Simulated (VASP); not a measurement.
A run of VASP 6.6.1 is set up as follows.

INCAR

```
PREC     = Accurate       # precision mode
ENCUT    = 600            # plane-wave cutoff, eV
EDIFF    = 1E-6           # SCF threshold, eV
ISMEAR   = -1             # smearing method
SIGMA    = 0.15           # smearing width, eV
LREAL    = False          # projectors in reciprocal space
LASPH    = True           # aspherical terms in the spheres
NELM     = 60             # most SCF steps
ALGO     = Fast           # electronic algorithm
ISIF     = 3              # what is computed and relaxed
LWAVE    = False          # write WAVECAR
LCHARG   = False          # write CHGCAR
GGA      = PS             # functional
IBRION   = 2              # ionic algorithm
NSW      = 80             # ionic steps
EDIFFG   = -0.001         # ionic threshold
```

Contents of KPOINTS:

```
Automatic mesh
0
Gamma
  16 16 16
```

Contents of POSCAR:

```
Mo
1.0
   -1.5645539155      1.5645539155      1.5645539155
    1.5645539155     -1.5645539155      1.5645539155
    1.5645539155      1.5645539155     -1.5645539155
Mo
1
Direct
    0.0000000000      0.0000000000      0.0000000000
```

Potentials or basis: VASP PAW PBE potentials, release 64 (Mo_sv).

Launch:

```console
$ cat potpaw_PBE.64/Mo_sv/POTCAR > POTCAR
$ mpirun -np 1 vasp_std > vasp.out
```

Task: What does it give for the band gap on the k mesh?

Result: Zero (band 7 reaches 16.88 eV, above the bottom of band 8 at 11.36 eV).

Task: Estimate the relaxed cell.

Result: a = 2.712 Å, b = 2.712 Å, c = 2.712 Å, α = 109.47°, β = 109.47°, γ = 109.47°.

Task: Estimate the relaxed volume.

Result: 15.35 Å³/atom.

Task: Estimate the space group after relaxing (to 0.05 Å).

Result: Im-3m (No. 229).

Final structure:
```
Mo
1.0
    -1.56571    1.56571    1.56571
     1.56571   -1.56571    1.56571
     1.56571    1.56571   -1.56571
Mo
1
Direct
  0.00000 0.00000 0.00000
```

Caveat: the PAW data sets were made with another functional, which shifts forces and pressure a little.
